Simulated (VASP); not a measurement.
A run of VASP 6.6.1:

Contents of INCAR:

```
SYSTEM = Si4Sn
ALGO     = Normal         ! electronic algorithm
EDIFF    = 1E-7           ! SCF threshold, eV
ENCUT    = 520            ! plane-wave cutoff, eV
GGA      = PE             ! functional
ISIF     = 2              ! what is computed and relaxed
ISMEAR   = 0              ! smearing method
LASPH    = .True.         ! aspherical terms in the spheres
LCHARG   = .True.         ! write CHGCAR
LELF     = .True.         ! ELF
LREAL    = .False.        ! projectors in reciprocal space
LVHAR    = .True.       
LWAVE    = .False.        ! write WAVECAR
NBANDS   = 23             ! bands
NELM     = 80             ! most SCF steps
PREC     = Accurate       ! precision mode
SIGMA    = 0.1            ! smearing width, eV
```

The input KPOINTS:

```
k-points
0
Gamma
  6 6 4
  0 0 0
```

The input POSCAR:

```
Si4Sn
1.0
    4.5049763800      0.0000000000      0.0000000000
   -2.2524881900      3.9014239900      0.0000000000
    0.0000000000      0.0000000000      5.7876477400
Si Sn
4 1
Direct
    0.0000000000      0.0000000000      0.3280672300
    0.0000000000      0.0000000000      0.6719327700
    0.3333333300      0.6666666700      0.5000000000
    0.6666666700      0.3333333300      0.5000000000
    0.0000000000      0.0000000000      0.0000000000
```

Potentials or basis: VASP PAW PBE potentials, release 64 (Si, Sn_d).

The run is started by

```bash
$ cat potpaw_PBE.64/Si/POTCAR potpaw_PBE.64/Sn_d/POTCAR > POTCAR
$ mpirun -np 1 vasp_std > vasp.out
```

Hardware: 1 thread of Intel Xeon 8259CL (shared host).

Question: How long does it take, and how much memory?

Answer: Wall time 79 s on 1 thread of Intel Xeon 8259CL, with other jobs on the host, peak memory 0.25 GiB. Counts: scf iterations 16, k points 21.
